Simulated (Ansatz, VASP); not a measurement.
**Hg: VASP beside Ansatz**

```
CELL_PARAMETERS angstrom
5.27906 0.00000 0.00000
-2.63953 4.57180 0.00000
0.00000 0.00000 3.08741
ATOMIC_POSITIONS crystal
Hg 0.00000 0.00000 0.00000
Hg 0.33333 0.66667 0.50000
Hg 0.66667 0.33333 0.50000
```

Alike in both runs: task single point; functional r2SCAN; k mesh 8 × 8 × 11; occupations fermi-dirac, width 0.1 eV; no spin polarisation.

|  | VASP | Ansatz |
| --- | --- | --- |
| version | VASP 6.6.1 | Ansatz 0.2.0 |
| potentials or method | VASP PAW PBE potentials, release 64 (Hg), cutoff 520 eV | plane waves (500 eV) with PAW, scalar-relativistic |
| valence electrons in the cell | 36 | 60 |

VASP gave:

- pressure (GPa): 2.6
- traceless stress, the component that is largest in VASP (GPa): -0.02

Task: Estimate Ansatz's values.

Result: Pressure (GPa): 2.2; traceless stress, the component that is largest in VASP (GPa): -0.07.

VASP's potentials were made for PBE, not for r2SCAN. The functional is the same, so the differences come from potentials, cutoffs and numerics. VASP's potentials hold 36 valence electrons a cell and Ansatz's 60, so a difference there can come from the potentials and not from the codes.

Spin-orbit coupling is off throughout.
